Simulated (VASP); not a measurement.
A run of VASP 6.6.1 is set up as follows.

INCAR

```
SYSTEM = Au3C
  ALGO = Normal
  DIPOL = 0.5 0.5 0.367
  EDIFF = 1E-6
  ENCUT = 520
  GGA = PE
  IDIPOL = 3
  ISIF = 2
  ISMEAR = 0
  LASPH = .True.
  LCHARG = .False.
  LDIPOL = .True.
  LREAL = .False.
  LWAVE = .False.
  NBANDS = 26
  NELM = 100
  PREC = Accurate
  SIGMA = 0.1
```

KPOINTS

```
k-points
0
Gamma
  9 9 1
  0 0 0
```

File POSCAR:

```
Au3C
1.0
    2.9402049748      0.0000000000      0.0000000000
   -1.4701024874      2.5462922005      0.0000000000
    0.0000000000      0.0000000000     21.8974947720
Au C
3 1
Direct
    0.6666666667      0.3333333333      0.1826692981
    0.3333333333      0.6666666667      0.2945190844
    0.0000000000      0.0000000000      0.4063247812
    0.0000000000      0.0000000000      0.5830573271
```

Potentials or basis: VASP PAW PBE potentials, release 64 (Au, C).

The run is started by

```bash
$ cat potpaw_PBE.64/Au/POTCAR potpaw_PBE.64/C/POTCAR > POTCAR
$ mpirun -np 1 vasp_std > vasp.out
```

**Question.** Predict the band gap on the k mesh.

**Answer.** Zero (an odd number of electrons rules out a gap without spin polarisation).

**Question.** What does it give for the largest force?

**Answer.** 0.165 eV/Å.

Forces on the atoms (eV/Å):
```
Au   0.000  0.000  0.148
Au   0.000  0.000  0.030
Au   0.000  0.000 -0.012
C    0.000  0.000 -0.165
```

Caveat: spin-orbit coupling is left out, which moves the levels of the heavy elements.
